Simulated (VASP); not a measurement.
Write the native input for VASP 6.6.1 that does the following.

- Task: single point
- Functional: r2SCAN
- Potentials or basis: VASP PAW PBE potentials, release 64 (Si, C)
- Cutoff: 520 eV
- k mesh: 10 × 10 × 10
- Occupations: gaussian, width 0.05 eV
- Spin: no spin polarisation
- Dipole correction: no
- Further INCAR settings: ALGO = Normal; EDIFF = 1e-07; NBANDS = 11

Crystal: SiC (Moissanite 3C).

```
Si C
1.0
     0.00000    2.08728    2.08728
     2.08728    0.00000    2.08728
     2.08728    2.08728    0.00000
Si C
1 1
Direct
  0.00000 0.00000 0.00000
  0.25000 0.25000 0.25000
```

This cell differs from its parent crystal: volume scaled by 0.880.

The input as run:

POSCAR

```
SiC
1.0
    0.0000000000      2.0872769111      2.0872769111
    2.0872769111      0.0000000000      2.0872769111
    2.0872769111      2.0872769111      0.0000000000
Si C
1 1
Direct
    0.0000000000      0.0000000000      0.0000000000
    0.2500000000      0.2500000000      0.2500000000
```

INCAR.step1

```
SYSTEM = SiC
PREC = Accurate ; ENCUT = 520
ISMEAR = 0 ; SIGMA = 0.05
LREAL = .FALSE. ; LASPH = .TRUE.
NELM = 80 ; NBANDS = 11
GGA = PE ; ALGO = Normal
EDIFF = 1E-4 ; LWAVE = .TRUE.
LCHARG = .FALSE.
```

INCAR.step2

```
SYSTEM = SiC
PREC = Accurate ; ENCUT = 520
EDIFF = 1E-7 ; ISMEAR = 0
SIGMA = 0.05 ; LREAL = .FALSE.
LASPH = .TRUE. ; NELM = 80
ALGO = Normal ; ISIF = 2
LWAVE = .FALSE. ; LCHARG = .FALSE.
METAGGA = R2SCAN ; LMIXTAU = .TRUE.
NBANDS = 11 ; ISTART = 1
```

KPOINTS

```
regular mesh
0
G
  10 10 10
  0 0 0
```

Potentials or basis: VASP PAW PBE potentials, release 64 (Si, C).

The run is started by

```bash
$ cat potpaw_PBE.64/Si/POTCAR potpaw_PBE.64/C/POTCAR > POTCAR
$ cp INCAR.step1 INCAR
$ mpirun -np 1 vasp_std > vasp.out
$ cp INCAR.step2 INCAR
$ mpirun -np 1 vasp_std > vasp.out
```

It gave:

```yaml
Pressure: 36.8 GPa
Band_gap_on_the_k_mesh: 1.63 eV, indirect (least direct gap 5.21 eV)
```

Caveat: the PAW data sets were made with another functional, which shifts forces and pressure a little.

Wall time 54 s on 1 thread of Intel(R) Xeon(R) Platinum 8259CL CPU @ 2.50GHz (Skylake/Cascade Lake), on a shared host, peak memory 0.13 GiB.
